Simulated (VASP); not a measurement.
Runs of VASP 6.6.1 on SrB5Te. The structure is that of space group P4/mmm (No. 123), or close to it. The cells are those of the table. 

| task | cell | k mesh | cutoff (eV) | gap on the mesh (eV) | pressure (GPa) | relaxed volume (Å³/atom) | largest force (eV/Å) |
| --- | --- | --- | --- | --- | --- | --- | --- |
| relaxation of cell and atoms | relaxed from a = 3.589, b = 3.589, c = 7.861 Å, 7 atoms | 10 × 10 × 6 | 600 | none | -0.1 | 14.41 | - |
| single point | a = 3.537, b = 3.537, c = 8.031 Å, 7 atoms | 10 × 10 × 6 | 520 | none | (a) | - | 0.01 |
| single point | a = 3.589, b = 3.589, c = 7.861 Å, 7 atoms | 6 × 6 × 2 | 520 | none | 0.1 | - | 0.01 |
| relaxation of cell and atoms | relaxed from a = 3.616, b = 3.616, c = 7.845 Å, 7 atoms | 6 × 6 × 2 | 600 | none | 0.1 | 14.47 | 0.03 |

Alike in all rows: level PBE; potentials or basis VASP PAW PBE potentials, release 64 (Sr_sv, B, Te); no spin polarisation; smearing gaussian 0.1 eV.

**Question.** Fill in the values left out.

**Answer.** (a) 0.2.

Caveats: some runs use coarse meshes; spin-orbit coupling is left out, which moves the levels of the heavy elements.

A k mesh can miss the band edges, and the runs leave out spin-orbit coupling on Sr, Te.

A gap of «none» marks levels without a gap at the run's occupations.
